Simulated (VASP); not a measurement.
# CuSi16 (a cell with a defect) in VASP: relaxation of the atoms with PBEsol

Aim: the relaxation of the atoms of CuSi16 (a cell with a defect) with PBEsol.

Everything below comes from runs of VASP 6.6.1. Logs are shortened: lines on timing, memory, paths and dates and some standing lists are left out, and cuts for length are marked.

## 1. The cell of the first run

The cell holds a defect, 17 atoms: a = 7.679 Å, b = 7.679 Å, c = 7.679 Å, α = 60.00°, β = 60.00°, γ = 60.00°.

## 2. Relaxation of the atoms, PBEsol

Contents of INCAR:

```
SYSTEM = CuSi16
  ALGO = Normal
  EDIFF = 1E-7
  EDIFFG = -0.03
  ENCUT = 520
  GGA = PS
  IBRION = 2
  ISIF = 2
  ISMEAR = 0
  LASPH = .TRUE.
  LCHARG = .FALSE.
  LREAL = Auto
  LWAVE = .FALSE.
  NELECT = 74.0
  NELM = 80
  NSW = 80
  PREC = Accurate
  SIGMA = 0.02
```

Contents of KPOINTS:

```
k-points
0
G
  2 2 2
  0 0 0
```

Contents of POSCAR:

```
CuSi16
1.0
    0.0000000000      5.4300000000      5.4300000000
    5.4300000000      0.0000000000      5.4300000000
    5.4300000000      5.4300000000      0.0000000000
Si Cu
16 1
Direct
    0.0000000000      0.0000000000      0.0000000000
    0.1250000000      0.1250000000      0.1250000000
    0.0000000000      0.0000000000      0.5000000000
    0.1250000000      0.1250000000      0.6250000000
    0.0000000000      0.5000000000      0.0000000000
    0.1250000000      0.6250000000      0.1250000000
    0.0000000000      0.5000000000      0.5000000000
    0.1250000000      0.6250000000      0.6250000000
    0.5000000000      0.0000000000      0.0000000000
    0.6250000000      0.1250000000      0.1250000000
    0.5000000000      0.0000000000      0.5000000000
    0.6250000000      0.1250000000      0.6250000000
    0.5000000000      0.5000000000      0.0000000000
    0.6250000000      0.6250000000      0.1250000000
    0.5000000000      0.5000000000      0.5000000000
    0.6250000000      0.6250000000      0.6250000000
    0.8751752300      0.3735926800      0.3716207600
```

Potentials or basis: VASP PAW PBE potentials, release 64 (Si, Cu).

On the command line:

```sh
cat potpaw_PBE.64/Si/POTCAR potpaw_PBE.64/Cu/POTCAR > POTCAR
mpirun -np 1 vasp_std > vasp.out
```

OUTCAR:

```text
SYSTEM = CuSi16
   EDIFF = 1E-7
   EDIFFG = -0.03
   ENCUT = 520
   GGA = PS
   IBRION = 2
   ISIF = 2
   ISMEAR = 0
   LASPH = .TRUE.
   LREAL = Auto
   NELECT = 74.0
   NELM = 80
   NSW = 80
   PREC = Accurate

 ion  position               nearest neighbor table
   1  0.000  0.000  0.000-   2 2.35   4 2.35   6 2.35  10 2.35
   2  0.125  0.125  0.125-   1 2.35   3 2.35   5 2.35   9 2.35  17 2.69
   3  0.000  0.000  0.500-  17 2.34   4 2.35   8 2.35  12 2.35   2 2.35
   4  0.125  0.125  0.625-   1 2.35   3 2.35   7 2.35  11 2.35  17 2.73
   5  0.000  0.500  0.000-  17 2.33   6 2.35   8 2.35  14 2.35   2 2.35
   6  0.125  0.625  0.125-   1 2.35   5 2.35   7 2.35  13 2.35  17 2.72
   7  0.000  0.500  0.500-   4 2.35   6 2.35   8 2.35  16 2.35  17 2.38
   8  0.125  0.625  0.625-   3 2.35   5 2.35   7 2.35  15 2.35
   9  0.500  0.000  0.000-   2 2.35  10 2.35  12 2.35  14 2.35
  10  0.625  0.125  0.125-   1 2.35   9 2.35  11 2.35  13 2.35
  11  0.500  0.000  0.500-   4 2.35  10 2.35  12 2.35  16 2.35
  12  0.625  0.125  0.625-   3 2.35   9 2.35  11 2.35  15 2.35  17 2.71
  13  0.500  0.500  0.000-   6 2.35  10 2.35  14 2.35  16 2.35
  14  0.625  0.625  0.125-   5 2.35   9 2.35  13 2.35  15 2.35  17 2.70
  15  0.500  0.500  0.500-   8 2.35  12 2.35  14 2.35  16 2.35  17 2.35
  16  0.625  0.625  0.625-   7 2.35  11 2.35  13 2.35  15 2.35  17 2.74
  17  0.875  0.374  0.372-   5 2.33   3 2.34  15 2.35   7 2.38   2 2.69  14 2.70  12 2.71   6 2.72
                             4 2.73  16 2.74

  LATTYP: Found a face centered cubic cell.
 ALAT       =    10.8600000000

  Lattice vectors:

 A1 = (   0.0000000000,   5.4300000000,   5.4300000000)
 A2 = (   5.4300000000,   0.0000000000,   5.4300000000)
 A3 = (   5.4300000000,   5.4300000000,   0.0000000000)

Analysis of symmetry for initial positions (statically):
=====================================================================
 Subroutine PRICEL returns:
 Original cell was already a primitive cell.

 Routine SETGRP: Setting up the symmetry group for a
 face centered cubic supercell.

 Subroutine GETGRP returns: Found  1 space group operations
 (whereof  1 operations were pure point group operations)
 out of a pool of 48 trial point group operations.

The static configuration has the point symmetry C_1 .

Analysis of symmetry for dynamics (positions and initial velocities):
=====================================================================
 Subroutine PRICEL returns:
 Original cell was already a primitive cell.

 Routine SETGRP: Setting up the symmetry group for a
 face centered cubic supercell.

 Subroutine GETGRP returns: Found  1 space group operations
 (whereof  1 operations were pure point group operations)
 out of a pool of 48 trial point group operations.

The dynamic configuration has the point symmetry C_1 .

 Subroutine INISYM returns: Found  1 space group operations
 (whereof  1 operations are pure point group operations),
 and found     1 'primitive' translations

----------------------------------------------------------------------------------------

                                     Primitive cell

  volume of cell :     320.2060

  direct lattice vectors                    reciprocal lattice vectors
     0.000000000  5.430000000  5.430000000    -0.092081031  0.092081031  0.092081031
     5.430000000  0.000000000  5.430000000     0.092081031 -0.092081031  0.092081031
     5.430000000  5.430000000  0.000000000     0.092081031  0.092081031 -0.092081031

  length of vectors
     7.679179644  7.679179644  7.679179644     0.159489025  0.159489025  0.159489025

  position of ions in fractional coordinates (direct lattice)
     0.000000000  0.000000000  0.000000000
     0.125000000  0.125000000  0.125000000
     0.000000000  0.000000000  0.500000000
     0.125000000  0.125000000  0.625000000
     0.000000000  0.500000000  0.000000000
     0.125000000  0.625000000  0.125000000
[... 9 lines left out ...]
     0.625000000  0.625000000  0.625000000
     0.875175230  0.373592680  0.371620760

  ion indices of the primitive-cell ions
   primitive index   ion index
                 1           1
                 2           2
                 3           3
                 4           4
                 5           5
                 6           6
[... 9 lines left out ...]
                16          16
                17          17

----------------------------------------------------------------------------------------

 KPOINTS: k-points

Automatic generation of k-mesh.
 Grid dimensions read from file:
 generate k-points for:    2    2    2

 Generating k-lattice:

  Cartesian coordinates                     Fractional coordinates (reciprocal lattice)
    -0.046040516  0.046040516  0.046040516     0.500000000  0.000000000  0.000000000
     0.046040516 -0.046040516  0.046040516     0.000000000  0.500000000  0.000000000
     0.046040516  0.046040516 -0.046040516     0.000000000  0.000000000  0.500000000

  Length of vectors
     0.079744512  0.079744512  0.079744512

  Shift w.r.t. Gamma in fractional coordinates (k-lattice)
     0.000000000  0.000000000  0.000000000

 Subroutine IBZKPT returns following result:
 ===========================================

 Found      8 irreducible k-points:

 Following reciprocal coordinates:
            Coordinates               Weight
  0.000000  0.000000  0.000000      1.000000
  0.500000  0.000000  0.000000      1.000000
  0.000000  0.500000  0.000000      1.000000
  0.000000  0.000000  0.500000      1.000000
  0.500000  0.500000  0.500000      1.000000
  0.500000  0.500000  0.000000      1.000000
  0.000000  0.500000  0.500000      1.000000
  0.500000  0.000000  0.500000      1.000000
   k-points           NKPTS =      8   k-points in BZ     NKDIM =      8   number of bands    NBANDS=     46
   number of dos      NEDOS =    301   number of ions     NIONS =     17
   total plane-waves  NPLWV = 216000
   dimension x,y,z NGX =    60 NGY =   60 NGZ =   60
   dimension x,y,z NGXF=   120 NGYF=  120 NGZF=  120
   ions per type =              16   1
   NGX,Y,Z   is equivalent  to a cutoff of  12.99, 12.99, 12.99 a.u.
   NGXF,Y,Z  is equivalent  to a cutoff of  25.98, 25.98, 25.98 a.u.
 SYSTEM =  CuSi16
   PREC   = accura    normal or accurate (medium, high low for compatibility)
   ISTART =      0    job   : 0-new  1-cont  2-samecut
   ICHARG =      2    charge: 1-file 2-atom 10-const
   ISPIN  =      1    spin polarized calculation?
   LNONCOLLINEAR =      F non collinear calculations
   LSORBIT =      F    spin-orbit coupling
   LASPH  =      T    aspherical Exc in radial PAW
   ENCUT  =  520.0 eV  38.22 Ry    6.18 a.u.  14.28 14.28 14.28*2*pi/ulx,y,z
   NELM   =     80;   NELMIN=  2; NELMDL= -5     # of ELM steps
   EDIFF  = 0.1E-06   stopping-criterion for ELM
   LREAL  =      T    real-space projection
   EDIFFG = -.3E-01   stopping-criterion for IOM
   NSW    =     80    number of steps for IOM
   IBRION =      2    ionic relax: 0-MD 1-quasi-New 2-CG
   NFREE  =      1    steps in history (QN), initial steepest desc. (CG)
   ISIF   =      2    stress and relaxation
   ISYM   =      2    0-nonsym 1-usesym 2-fastsym
   POTIM  = 0.5000    time-step for ionic-motion
   TEBEG  =    0.0;   TEEND  =   0.0 temperature during run
   PSTRESS=    0.0 pullay stress
   NELECT =      74.0000    total number of electrons
   NUPDOWN=      -1.0000    fix difference up-down
   EMIN   =  10.00;   EMAX   =-10.00  energy-range for DOS
   EFERMI =   0.00;   METHOD = LEGACY
   ISMEAR =     0;   SIGMA  =   0.02  broadening in eV -4-tet -1-fermi 0-gaus
   EFERMI_NEDOS =   21; number of points for ismear=-14 and -15
   IALGO  =     38    algorithm
   IMIX   =      4    mixing-type and parameters
     AMIX     =   0.40;   BMIX     =  1.00
     AMIX_MAG =   1.60;   BMIX_MAG =  1.00
  volume/ion in A,a.u.               =      18.84       127.11
  Fermi-wavevector in a.u.,A,eV,Ry     =   1.004636  1.898488 13.732283  1.009294
  Thomas-Fermi vector in A             =   2.137265
   LORBIT       =      0    0 simple, 1 ext, 2 COOP (PROOUT), +10 PAW based schemes
   GGA     = PS    functional components
   LHFCALC =     F    Hartree Fock is set to
   AEXX    =    0.0000 exact exchange contribution
   IVDW    =     0    specifies the selected vdW correction
   LEPSILON=     F    determine dielectric tensor
   LRPA    =     F    only Hartree local field effects (RPA)
 conjugate gradient relaxation of ions
 non-spin polarized calculation
 Gauss-broadening in eV      SIGMA  =   0.02
  energy-cutoff  :      520.00
  volume of cell :      320.21
 maximum number of plane-waves:      8646
 NGX is ok and might be reduce to    60
   NGX = 29   NGY = 29   NGZ = 29

--------------------------------------- Ionic step        1  -------------------------------------------

 number of electron      74.0000005 magnetization

 Free energy of the ion-electron system (eV)
  ---------------------------------------------------
  ext. energy  EPLUGINS =         0.00000000
  ---------------------------------------------------
  free energy    TOTEN  =       -99.94528687 eV

  energy without entropy =      -99.94152252  energy(sigma->0) =      -99.94340469

------------------------ aborting loop because EDIFF is reached ----------------------------------------

  FORCE on cell =-STRESS in cart. coord.  units (eV):
  Direction    XX          YY          ZZ          XY          YZ          ZX
  --------------------------------------------------------------------------------------
  -------------------------------------------------------------------------------------
  Total       -4.7130924     -4.7127795     -4.7128088     -0.0332990     -0.1615992     -0.1060424
  in kB      -23.5823482    -23.5807829    -23.5809296     -0.1666144     -0.8085751     -0.5305918
  external PRESSURE =     -23.5813536 kB  Pullay stress =       0.0000000 kB
[... 134 lines left out ...]
  FREE ENERGIE OF THE ION-ELECTRON SYSTEM (eV)
  ---------------------------------------------------
  free  energy   TOTEN  =      -100.0290660087 eV

  energy  without entropy=     -100.0256685447  energy(sigma->0) =     -100.02736728

[... ionic steps 4 to 37 ...]

--------------------------------------- Ionic step       38  -------------------------------------------

 number of electron      74.0000000 magnetization

------------------------ aborting loop because EDIFF is reached ----------------------------------------

  FORCE on cell =-STRESS in cart. coord.  units (eV):
  Direction    XX          YY          ZZ          XY          YZ          ZX
  --------------------------------------------------------------------------------------
  -------------------------------------------------------------------------------------
  Total       -5.7670769     -5.8357459     -6.0526629      0.1752198     -0.3149594     -0.3025462
  in kB      -28.8560473    -29.1996382    -30.2850003      0.8767266     -1.5759254     -1.5138150
  external PRESSURE =     -29.4468953 kB  Pullay stress =       0.0000000 kB
[... 87 lines left out ...]
  energy  without entropy=     -100.0792947223  energy(sigma->0) =     -100.07929472

--------------------------------------- Ionic step       40  -------------------------------------------

 number of electron      74.0000000 magnetization

 Free energy of the ion-electron system (eV)
  ---------------------------------------------------
  ext. energy  EPLUGINS =         0.00000000
  ---------------------------------------------------
  free energy    TOTEN  =      -100.07954940 eV

  energy without entropy =     -100.07954940  energy(sigma->0) =     -100.07954940

 E-fermi :   6.2753     XC(G=0):  -9.7563

 val. band max:        6.1605113346   @ k =   0.0000   0.0000   0.0000
 cond. band min:       6.5280450946   @ k =   0.0000   0.0000   0.0000
 fundamental gap:      0.3675337600
 Fermi energy:         6.2752863633

 k-point     1 :       0.0000    0.0000    0.0000
  band No.  band energies     occupation
      1      -5.9701      2.00000
      2      -3.6139      2.00000
      3      -3.5488      2.00000
      4      -3.5285      2.00000
      5      -3.5247      2.00000
      6      -2.1108      2.00000
[... 425 lines left out ...]
  FREE ENERGIE OF THE ION-ELECTRON SYSTEM (eV)
  ---------------------------------------------------
  free  energy   TOTEN  =      -100.0795494034 eV

  energy  without entropy=     -100.0795494034  energy(sigma->0) =     -100.07954940

 reached required accuracy - stopping structural energy minimisation
```

It took 1.7 h on 1 thread of Oxide Virtual Turin-like, shared host; peak memory 0.53 GiB.

What came out:

```yaml
Free_energy: -100.0795 eV
Energy_gained_by_relaxing: 7.9 meV/atom
Ionic_steps: 40
Largest_force_after_relaxing: 0.022 eV/Å
```

Forces in eV/Å, atoms in the order of the input:
```
Si  -0.001 -0.012 -0.013
Si  -0.005 -0.001  0.007
Si   0.005 -0.007  0.010
Si  -0.005  0.000  0.003
Si   0.008  0.006 -0.007
Si  -0.006  0.002 -0.004
Si   0.009  0.006  0.010
Si  -0.001  0.005  0.009
Si  -0.005 -0.001 -0.002
Si  -0.008  0.010 -0.001
Si   0.003  0.002 -0.004
Si  -0.003 -0.003  0.001
Si  -0.006 -0.007 -0.004
Si  -0.003 -0.005 -0.001
Si   0.002 -0.012  0.000
Si  -0.001  0.002 -0.001
Cu   0.016  0.015 -0.005
```

Step by step:
```
step  energy change (eV)  largest force (eV/Å)  pressure (GPa)
   1              0.0000                0.8501           -2.36
   2             -0.0838                0.1035           -2.71
   3             -0.0838                0.1034           -2.71
   4             -0.0860                0.0512           -2.69
   5             -0.0864                0.0637           -2.69
   6             -0.0871                0.0483           -2.69
   7             -0.0872                0.1140           -2.68
   8             -0.0878                0.0706           -2.68
   9             -0.0878                0.0780           -2.68
  10             -0.0881                0.0791           -2.68
  11             -0.0883                0.0870           -2.68
  12             -0.0889                0.0695           -2.68
  13             -0.0898                0.0619           -2.69
  14             -0.0898                0.0654           -2.70
  15             -0.0903                0.0618           -2.70
  16             -0.0910                0.0684           -2.70
  17             -0.0916                0.0676           -2.70
  18             -0.0930                0.0632           -2.70
  19             -0.0948                0.0805           -2.69
  20             -0.0933                0.1986           -2.68
  21             -0.0950                0.1120           -2.69
  22             -0.0953                0.1118           -2.69
  23             -0.0961                0.1126           -2.69
  24             -0.0977                0.1261           -2.70
  25             -0.1005                0.1527           -2.70
  26             -0.1041                0.2134           -2.72
  27             -0.1089                0.1592           -2.73
  28             -0.1136                0.1445           -2.77
  29             -0.1158                0.1141           -2.78
  30             -0.1197                0.1123           -2.82
  31             -0.1201                0.1404           -2.83
  32             -0.1227                0.1169           -2.85
  33             -0.1260                0.0963           -2.91
  34             -0.1280                0.0736           -2.92
  35             -0.1292                0.1195           -2.94
  36             -0.1311                0.0699           -2.95
  37             -0.1323                0.1235           -2.95
  38             -0.1339                0.0488           -2.94
  39             -0.1340                0.0394           -2.95
  40             -0.1343                0.0224           -2.94
```

Final structure:
```
Si Cu
1.0
     0.00000    5.43000    5.43000
     5.43000    0.00000    5.43000
     5.43000    5.43000    0.00000
Si Cu
16 1
Direct
  0.99223 0.99653 0.01584
  0.12575 0.13344 0.11758
  0.99595 0.00288 0.50664
  0.12248 0.11680 0.64129
  0.01419 0.51370 0.95812
  0.12288 0.62403 0.11760
  0.99137 0.49188 0.50477
  0.13682 0.63438 0.58588
  0.49798 0.99814 0.01610
  0.62015 0.12216 0.14166
  0.49555 0.99687 0.51507
  0.62008 0.11916 0.64143
  0.49545 0.49406 0.01592
  0.63433 0.62582 0.11760
  0.50547 0.49505 0.50641
  0.61656 0.62389 0.64130
  0.88792 0.38479 0.32841
```

Caveat: the k points lie up to 0.50 Å⁻¹ apart; the cell carries a net charge on a neutralising background, which shifts energy and pressure; the cell is charged against a uniform background, so pressure and absolute levels hang on convention; the PAW data sets were made with another functional, which shifts forces and pressure a little.
